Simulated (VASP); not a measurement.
Write the native input for VASP 6.6.1 that does the following.

```
Task                   : single point
Functional             : PBE
Potentials or basis    : VASP PAW PBE potentials, release 64 (Ti_sv)
Cutoff                 : 520 eV
k mesh                 : 14 × 14 × 14
Occupations            : gaussian, width 0.15 eV
Spin                   : no spin polarisation
Dipole correction      : no
Further INCAR settings : ALGO = Fast; EDIFF = 1e-06; NBANDS = 19
```

The structure of Ti lies in POSCAR:

```
Ti
1.0
    0.0000000000     -3.2552372153      0.0000000000
   -3.2552372153      0.0000000000      0.0000000000
    0.0000000000      0.0000000000     -3.2552372153
Ti
2
Direct
    0.5237156296      0.5355734444      0.5000000000
   -0.0237156296     -0.0355734444      0.0000000000
```

This cell differs from its parent crystal: atoms displaced along a vibrational mode.

One way to write it, as run:

INCAR

```
  PREC = Accurate
  ENCUT = 520
  EDIFF = 1E-6
  ISMEAR = 0
  SIGMA = 0.15
  LREAL = False
  LASPH = True
  NELM = 60
  ALGO = Fast
  ISIF = 2
  LWAVE = False
  LCHARG = False
  GGA = PE
  NBANDS = 19
```

KPOINTS

```
Automatic mesh
0
Gamma
  14 14 14
```

Potentials or basis: VASP PAW PBE potentials, release 64 (Ti_sv).

The run is started by

```console
$ cat potpaw_PBE.64/Ti_sv/POTCAR > POTCAR
$ mpirun -np 1 vasp_std > vasp.out
```

Results of the run:

```yaml
Pressure: 1.7 GPa
Largest_force: 1.476 eV/Å
Band_gap_on_the_k_mesh: zero (bands 12 and 13 overlap by 1.43 eV)
```

Caveat: the cell differs from its parent crystal (atoms displaced along a vibrational mode); forces of over 1 eV/Å act on the atoms, so gaps and moduli don't describe the material at rest.

It took 6 min on 1 thread of Intel(R) Xeon(R) 6975P-C (Granite Rapids), on a shared host, peak memory 0.49 GiB.
